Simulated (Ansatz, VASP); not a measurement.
C in VASP and in Ansatz

```
C
1.0
     0.00000    1.78340    1.76557
     1.78340    0.00000    1.76557
     1.78340    1.78340    0.00000
C
2
Direct
  0.50000 0.50000 0.50000
  0.75000 0.75000 0.75000
```

Change from the starting cell: zz strain of -1 %, crystal datasets.

Alike in both runs: task electric field gradients; functional LDA; k mesh 20 × 20 × 20; occupations fermi-dirac, width 0.08 eV; no spin polarisation.

|  | VASP | Ansatz |
| --- | --- | --- |
| version | VASP 6.6.1 | Ansatz 0.2.0 |
| potentials or method | VASP PAW LDA potentials, release 64 (C), cutoff 520 eV | all-electron PAW with datasets made for the crystal, scalar-relativistic |

Ansatz gave:

- gap on the k mesh at the Fermi level (eV): 3.87
- pressure (GPa): -8.7
- traceless stress, the component that is largest in VASP (GPa): 6.21
- size of Vzz on the site where it differs most (V/Å²): 0.4

Problem. What did VASP give for the same quantities?

Solution. gap on the k mesh at the Fermi level (eV): 3.87; pressure (GPa): -7.3; traceless stress, the component that is largest in VASP (GPa): 6.20; size of Vzz on the site where it differs most (V/Å²): 0.4.

LDA's correlation is that of Perdew and Zunger in VASP and of Perdew and Wang (1992) in Ansatz. Ansatz ran all-electron here, and VASP with PAW potentials.
